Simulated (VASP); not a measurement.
# Ta (Im-3m) in VASP: further runs

The runs below take Ta through single point, with PBE.

Everything below comes from runs of VASP 6.6.1. Logs are shortened: lines on timing, memory, paths and dates and some standing lists are left out, and cuts for length are marked.

### Step 1. The cell of the first run

The structure is cubic, space group Im-3m (No. 229). Conventional cell: a = 3.303 Å, b = 3.303 Å, c = 3.303 Å, α = 90.00°, β = 90.00°, γ = 90.00°. Within 3.8 Å of Ta (site symmetry m-3m) lie 14 Ta at 2.86 to 3.30 Å.

### Step 2. Single point, PBE

Contents of INCAR:

```
PREC     = Accurate       # precision mode
ENCUT    = 500            # plane-wave cutoff, eV
EDIFF    = 1E-6           # SCF threshold, eV
ISMEAR   = -1             # smearing method
SIGMA    = 0.02           # smearing width, eV
LREAL    = F              # projectors in reciprocal space
LASPH    = T              # aspherical terms in the spheres
NELM     = 120            # most SCF steps
ALGO     = Normal         # electronic algorithm
ISIF     = 2              # what is computed and relaxed
LWAVE    = F              # write WAVECAR
LCHARG   = F              # write CHGCAR
GGA      = PE             # functional
NBANDS   = 12             # bands
GGA_COMPAT= F
```

Contents of KPOINTS:

```
regular mesh
0
Gamma
  12 12 12
```

Contents of POSCAR:

```
Ta
1.0
   -1.6512800000      1.6512800000      1.6512800000
    1.6512800000     -1.6512800000      1.6512800000
    1.6512800000      1.6512800000     -1.6512800000
Ta
1
Direct
    0.0000000000      0.0000000000      0.0000000000
```

Potentials or basis: VASP PAW PBE potentials, release 64 (Ta_pv).

Launch:

```console
> cat potpaw_PBE.64/Ta_pv/POTCAR > POTCAR
> mpirun -np 1 vasp_std > vasp.out
```

OUTCAR:

```text
PREC = Accurate
   ENCUT = 500
   EDIFF = 1E-6
   ISMEAR = -1
   LREAL = F
   LASPH = T
   NELM = 120
   ISIF = 2
   GGA = PE

 ion  position               nearest neighbor table
   1  0.000  0.000  0.000-

  LATTYP: Found a body centered cubic cell.
 ALAT       =     3.3025600000

  Lattice vectors:

 A1 = (  -1.6512800000,   1.6512800000,   1.6512800000)
 A2 = (   1.6512800000,  -1.6512800000,   1.6512800000)
 A3 = (   1.6512800000,   1.6512800000,  -1.6512800000)

Analysis of symmetry for initial positions (statically):
=====================================================================
 Subroutine PRICEL returns:
 Original cell was already a primitive cell.

 Routine SETGRP: Setting up the symmetry group for a
 body centered cubic supercell.

 Subroutine GETGRP returns: Found 48 space group operations
 (whereof 48 operations were pure point group operations)
 out of a pool of 48 trial point group operations.

The static configuration has the point symmetry O_h .

Analysis of symmetry for dynamics (positions and initial velocities):
=====================================================================
 Subroutine PRICEL returns:
 Original cell was already a primitive cell.

 Routine SETGRP: Setting up the symmetry group for a
 body centered cubic supercell.

 Subroutine GETGRP returns: Found 48 space group operations
 (whereof 48 operations were pure point group operations)
 out of a pool of 48 trial point group operations.

The dynamic configuration has the point symmetry O_h .

 Subroutine INISYM returns: Found 48 space group operations
 (whereof 48 operations are pure point group operations),
 and found     1 'primitive' translations

----------------------------------------------------------------------------------------

                                     Primitive cell

  volume of cell :      18.0104

  direct lattice vectors                    reciprocal lattice vectors
    -1.651280000  1.651280000  1.651280000     0.000000000  0.302795407  0.302795407
     1.651280000 -1.651280000  1.651280000     0.302795407  0.000000000  0.302795407
     1.651280000  1.651280000 -1.651280000     0.302795407  0.302795407  0.000000000

  length of vectors
     2.860100858  2.860100858  2.860100858     0.428217371  0.428217371  0.428217371

  position of ions in fractional coordinates (direct lattice)
     0.000000000  0.000000000  0.000000000

  ion indices of the primitive-cell ions
   primitive index   ion index
                 1           1

----------------------------------------------------------------------------------------

 KPOINTS: regular mesh

Automatic generation of k-mesh.
 Grid dimensions read from file:
 generate k-points for:   12   12   12

 Generating k-lattice:

  Cartesian coordinates                     Fractional coordinates (reciprocal lattice)
     0.000000000  0.025232951  0.025232951     0.083333333  0.000000000  0.000000000
     0.025232951  0.000000000  0.025232951     0.000000000  0.083333333  0.000000000
     0.025232951  0.025232951  0.000000000     0.000000000  0.000000000  0.083333333

  Length of vectors
     0.035684781  0.035684781  0.035684781

  Shift w.r.t. Gamma in fractional coordinates (k-lattice)
     0.000000000  0.000000000  0.000000000

 Subroutine IBZKPT returns following result:
 ===========================================

 Found     72 irreducible k-points:

 Following reciprocal coordinates:
            Coordinates               Weight
  0.000000  0.000000  0.000000      1.000000
  0.083333  0.000000  0.000000     12.000000
  0.166667  0.000000  0.000000     12.000000
  0.250000  0.000000  0.000000     12.000000
  0.333333  0.000000  0.000000     12.000000
  0.416667  0.000000  0.000000     12.000000
[... 16 lines left out ...]
  0.333333  0.083333  0.083333     24.000000
  0.416667  0.083333  0.083333     12.000000
 [... further k-points ...]
   k-points           NKPTS =     72   k-points in BZ     NKDIM =     72   number of bands    NBANDS=     12
   number of dos      NEDOS =    301   number of ions     NIONS =      1
   total plane-waves  NPLWV =  13824
   dimension x,y,z NGX =    24 NGY =   24 NGZ =   24
   dimension x,y,z NGXF=    48 NGYF=   48 NGZF=   48
   ions per type =               1
   NGX,Y,Z   is equivalent  to a cutoff of  13.95, 13.95, 13.95 a.u.
   NGXF,Y,Z  is equivalent  to a cutoff of  27.90, 27.90, 27.90 a.u.
 SYSTEM =  unknown system
   PREC   = accura    normal or accurate (medium, high low for compatibility)
   ISTART =      0    job   : 0-new  1-cont  2-samecut
   ICHARG =      2    charge: 1-file 2-atom 10-const
   ISPIN  =      1    spin polarized calculation?
   LNONCOLLINEAR =      F non collinear calculations
   LSORBIT =      F    spin-orbit coupling
   LASPH  =      T    aspherical Exc in radial PAW
   ENCUT  =  500.0 eV  36.75 Ry    6.06 a.u.   5.21  5.21  5.21*2*pi/ulx,y,z
   NELM   =    120;   NELMIN=  2; NELMDL= -5     # of ELM steps
   EDIFF  = 0.1E-05   stopping-criterion for ELM
   LREAL  =      F    real-space projection
   EDIFFG = 0.1E-04   stopping-criterion for IOM
   NSW    =      0    number of steps for IOM
   IBRION =     -1    ionic relax: 0-MD 1-quasi-New 2-CG
   NFREE  =      0    steps in history (QN), initial steepest desc. (CG)
   ISIF   =      2    stress and relaxation
   ISYM   =      2    0-nonsym 1-usesym 2-fastsym
   POTIM  = 0.5000    time-step for ionic-motion
   TEBEG  =    0.0;   TEEND  =   0.0 temperature during run
   PSTRESS=    0.0 pullay stress
   NELECT =      11.0000    total number of electrons
   NUPDOWN=      -1.0000    fix difference up-down
   EMIN   =  10.00;   EMAX   =-10.00  energy-range for DOS
   EFERMI =   0.00;   METHOD = LEGACY
   ISMEAR =    -1;   SIGMA  =   0.02  broadening in eV -4-tet -1-fermi 0-gaus
   EFERMI_NEDOS =   21; number of points for ismear=-14 and -15
   IALGO  =     38    algorithm
   IMIX   =      4    mixing-type and parameters
     AMIX     =   0.40;   BMIX     =  1.00
     AMIX_MAG =   1.60;   BMIX_MAG =  1.00
  volume/ion in A,a.u.               =      18.01       121.54
  Fermi-wavevector in a.u.,A,eV,Ry     =   1.388988  2.624806 26.249534  1.929286
  Thomas-Fermi vector in A             =   2.513061
   LORBIT       =      0    0 simple, 1 ext, 2 COOP (PROOUT), +10 PAW based schemes
   GGA     = PE    functional components
   LHFCALC =     F    Hartree Fock is set to
   AEXX    =    0.0000 exact exchange contribution
   IVDW    =     0    specifies the selected vdW correction
   LEPSILON=     F    determine dielectric tensor
   LRPA    =     F    only Hartree local field effects (RPA)
 non-spin polarized calculation
  energy-cutoff  :      500.00
  volume of cell :       18.01
 maximum number of plane-waves:       470
 NGX is ok and might be reduce to    24
   NGX = 11   NGY = 11   NGZ = 11

 number of electron      11.0000002 magnetization

 Free energy of the ion-electron system (eV)
  ---------------------------------------------------
  ext. energy  EPLUGINS =         0.00000000
  ---------------------------------------------------
  free energy    TOTEN  =       -11.80260939 eV

  energy without entropy =      -11.79975196  energy(sigma->0) =      -11.80118068

 E-fermi :   5.4600     XC(G=0): -12.6147

 val. band max:        5.4483394799   @ k =  -0.1667   0.2500   0.0833
 cond. band min:       5.4636962575   @ k =  -0.4167   0.5000   0.0833
 fundamental gap:      0.0153567777
 Fermi energy:         5.4599769719

 k-point     1 :       0.0000    0.0000    0.0000
  band No.  band energies     occupation
      1     -27.5625      2.00000
      2     -27.5625      2.00000
      3     -27.5625      2.00000
      4      -2.4305      2.00000
      5       6.2333      0.00000
      6       6.2333      0.00000
      7       6.2333      0.00000
      8       9.5049      0.00000
      9       9.5049      0.00000
     10      20.2142      0.00000
     11      20.4956      0.00000
     12      20.4956      0.00000

 k-point     2 :       0.0833    0.0000    0.0000
  band No.  band energies     occupation
      1     -27.6480      2.00000
      2     -27.5888      2.00000
      3     -27.5629      2.00000
      4      -2.1221      2.00000
      5       6.0345      0.00000
      6       6.1679      0.00000
      7       6.5369      0.00000
      8       9.2022      0.00000
      9       9.5067      0.00000
     10      20.2142      0.00000
     11      20.7658      0.00000
     12      21.0364      0.00000

 k-point     3 :       0.1667    0.0000    0.0000
  band No.  band energies     occupation
      1     -27.8761      2.00000
      2     -27.6600      2.00000
      3     -27.5642      2.00000
      4      -1.2717      2.00000
      5       5.5379      0.03982
      6       5.8568      0.00000
      7       7.4268      0.00000
      8       8.8262      0.00000
      9       9.5470      0.00000
     10      20.2134      0.00000
     11      21.2151      0.00000
     12      22.5487      0.00000
[... 286 lines left out ...]
 k-point    23 :       0.3333    0.0833    0.0833
  band No.  band energies     occupation
      1     -28.6104      2.00000
      2     -27.9588      2.00000
      3     -27.6461      2.00000
      4       1.7177      2.00000
      5       3.9712      2.00000
      6       5.7305      0.00000
      7       9.6395      0.00000
      8      10.3366      0.00000
      9      13.4868      0.00000
     10      17.0516      0.00000
     11      18.5871      0.00000
     12      20.2224      0.00000

 k-point    24 :       0.4167    0.0833    0.0833
  band No.  band energies     occupation
      1     -28.6600      2.00000
      2     -27.9967      2.00000
      3     -27.6484      2.00000
      4       1.7368      2.00000
      5       3.8760      2.00000
      6       6.3869      0.00000
      7       9.6420      0.00000
      8      10.4582      0.00000
      9      14.2790      0.00000
     10      16.0421      0.00000
     11      18.1287      0.00000
     12      20.2211      0.00000

 [... further k-points ...]

------------------------ aborting loop because EDIFF is reached ----------------------------------------

  FORCE on cell =-STRESS in cart. coord.  units (eV):
  Direction    XX          YY          ZZ          XY          YZ          ZX
  --------------------------------------------------------------------------------------
  -------------------------------------------------------------------------------------
  Total        0.2251188      0.2251188      0.2251188      0.0000000     -0.0000000     -0.0000000
  in kB       20.0262801     20.0262801     20.0262801      0.0000000     -0.0000000     -0.0000000
  external PRESSURE =      20.0262801 kB  Pullay stress =       0.0000000 kB

 VOLUME and BASIS-vectors are now :
 -----------------------------------------------------------------------------
  energy-cutoff  :      500.00
  volume of cell :       18.01
      direct lattice vectors                 reciprocal lattice vectors
    -1.651280000  1.651280000  1.651280000     0.000000000  0.302795407  0.302795407
     1.651280000 -1.651280000  1.651280000     0.302795407  0.000000000  0.302795407
     1.651280000  1.651280000 -1.651280000     0.302795407  0.302795407  0.000000000

 POSITION                                       TOTAL-FORCE (eV/Angst)
 -----------------------------------------------------------------------------------
      0.00000      0.00000      0.00000         0.000000      0.000000     -0.000000
 -----------------------------------------------------------------------------------
    total drift:                               -0.000000      0.000000      0.000000

  FREE ENERGIE OF THE ION-ELECTRON SYSTEM (eV)
  ---------------------------------------------------
  free  energy   TOTEN  =       -11.8026093941 eV

  energy  without entropy=      -11.7997519592  energy(sigma->0) =      -11.80118068
```

It took 14 s on 1 thread of Intel Xeon 8259CL, shared host; peak memory 0.15 GiB.

What came out:

```
Free energy : -11.8026 eV
Pressure    : 2.0 GPa
```

Caveat: spin-orbit coupling is left out, which moves the levels of the heavy elements.

### Step 3. Single point, PBE

Contents of INCAR:

```
SYSTEM = Ta
ALGO = Normal
EDIFF = 1E-6
ENCUT = 500
GGA = PE
GGA_COMPAT = .FALSE.
ISIF = 2
ISMEAR = -1
LASPH = .TRUE.
LCHARG = .TRUE.
LELF = .TRUE.
LREAL = .FALSE.
LVHAR = .TRUE.
LWAVE = .FALSE.
NBANDS = 12
NELM = 120
PREC = Accurate
SIGMA = 0.02
```

Contents of KPOINTS:

```
k-points
0
G
  12 12 12
  0 0 0
```

POSCAR is that of step 2.

Potentials or basis: VASP PAW PBE potentials, release 64 (Ta_pv).

Launch:

```console
> cat potpaw_PBE.64/Ta_pv/POTCAR > POTCAR
> mpirun -np 1 vasp_std > vasp.out
```

Run time: 13 s. Hardware: 1 thread of Intel Xeon 8259CL, shared host; peak memory 0.14 GiB.

It converged, with:

```yaml
Free_energy: -11.8026 eV
Pressure: 2.0 GPa
```

Levels at points of the mesh, in eV from the Fermi level:
```tsv
k point	band 3	band 4	band 5	band 6	band 7	band 8
(0.00, 0.00, 0.00)	-33.02	-7.89	0.77	0.77	0.77	4.04
(0.50, 0.00, 0.00)	-33.03	-4.35	-1.51	1.61	3.93	4.96
(0.50, 0.50, 0.50)	-33.84	-3.77	-3.77	6.88	6.88	6.88
```

Caveat: spin-orbit coupling is left out, which moves the levels of the heavy elements.
